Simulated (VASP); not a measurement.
Write the native input for VASP 6.6.1 that does the following.

```yaml
Task: relaxation of cell and atoms
Functional: PBE
Potentials_or_basis: VASP PAW PBE potentials, release 64 (Ti_sv, Sn_d)
Cutoff: 550 eV
k_mesh: 8 × 8 × 8
Occupations: fermi-dirac, width 0.05 eV
Spin: no spin polarisation
Dipole_correction: no
Second_try: not_converged
Further_INCAR_settings: ALGO = All; EDIFF = 1e-07; IBRION = 2; EDIFFG = -0.01; NSW = 60; ISIF = 3
```

The structure of TiSn lies in POSCAR:

```
TiSn
1.0
    0.0000000000      2.8005500000      2.8005500000
    2.8005500000      0.0000000000      2.8005500000
    2.8005500000      2.8005500000      0.0000000000
Ti Sn
1 1
Direct
    0.0000000000      0.0000000000      0.0000000000
    0.5000000000      0.5000000000      0.5000000000
```

These files were run (other wordings do the same):

INCAR

```
SYSTEM = TiSn
  PREC = Accurate
  ENCUT = 550
  EDIFF = 1E-7
  ISMEAR = -1
  SIGMA = 0.05
  LREAL = .False.
  LASPH = .True.
  NELM = 300
  ALGO = All
  ISIF = 3
  LWAVE = .False.
  LCHARG = .False.
  GGA = PE
  IBRION = 2
  NSW = 60
  EDIFFG = -0.01
  GGA_COMPAT = .False.
  NELMIN = 4
  ISEARCH = 1
  KPAR = 4
```

KPOINTS

```
regular mesh
0
Gamma
  8 8 8
  0 0 0
```

Potentials or basis: VASP PAW PBE potentials, release 64 (Ti_sv, Sn_d).

Launch:

```sh
$ cat potpaw_PBE.64/Ti_sv/POTCAR potpaw_PBE.64/Sn_d/POTCAR > POTCAR
$ mpirun -np 4 vasp_std > vasp.out
```

It gave:

The pressure after relaxing is 0.0 GPa. The band gap on the k mesh is zero (bands 13 and 14 overlap by 0.34 eV).

Caveat: the relaxation stopped at its first step, so nothing moved; spin-orbit coupling is left out, which moves the levels of the heavy elements.

It took 51 s on 4 MPI ranks on Intel(R) Xeon(R) Platinum 8259CL CPU @ 2.50GHz (Skylake/Cascade Lake) (shared host), peak memory 0.18 GiB a rank.
